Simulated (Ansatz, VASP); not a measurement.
## One calculation of Y, two programs

```
CELL_PARAMETERS angstrom
0.00000 2.60047 2.60047
2.60047 0.00000 2.60047
2.60047 2.60047 0.00000
ATOMIC_POSITIONS crystal
Y 0.00000 0.00000 0.00000
```

Alike in both runs: task single point; functional r2SCAN; k mesh 14 × 14 × 14; occupations gaussian, width 0.1 eV; no spin polarisation.

```csv
,VASP,Ansatz
version,VASP 6.6.1,Ansatz 0.2.0
potentials or method,"VASP PAW PBE potentials, release 64 (Y_sv), cutoff 520 eV","scalar-relativistic, plane waves, PAW"
valence electrons in the cell,11,11
```

|  | VASP | Ansatz | Ansatz less VASP |
| --- | --- | --- | --- |
| gap on the k mesh at the Fermi level (eV) | none | none | - |
| pressure (GPa) | -1.9 | -2.0 | -0.11 |

VASP's potentials were made for PBE, not for r2SCAN. A gap of «none» marks a metal or a gap that the smearing closes.
